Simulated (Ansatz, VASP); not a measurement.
# ZnS in VASP and in Ansatz

```
Zn S
1.0
     3.84351    0.00000    0.00000
    -1.92175    3.32857    0.00000
     0.00000    0.00000    6.30643
Zn S
2 2
Direct
  0.33333 0.66667 0.00034
  0.66667 0.33333 0.50034
  0.33333 0.66667 0.37466
  0.66667 0.33333 0.87466
```

Change from the starting cell: hydrostatic strain +1.0%.

Alike in both runs: task single point; functional PBE; k mesh 12 × 12 × 4; occupations fermi-dirac, width 0.02 eV; no spin polarisation.

```csv
,VASP,Ansatz
version,VASP 6.6.1,Ansatz 0.2.0
potentials or method,"VASP PAW PBE potentials, release 64 (Zn, S)","plane waves, PAW"
plane-wave cutoff (eV),520,420
valence electrons in the cell,36,36
```

Ansatz gave:

```
gap on the k mesh at the Fermi level (eV) : 2.08
pressure (GPa)                            : 0.0
```

Problem. Which values does VASP return?

Solution. gap on the k mesh at the Fermi level (eV): 2.08; pressure (GPa): 0.2.

The functional is the same, so the differences come from potentials, cutoffs and numerics.
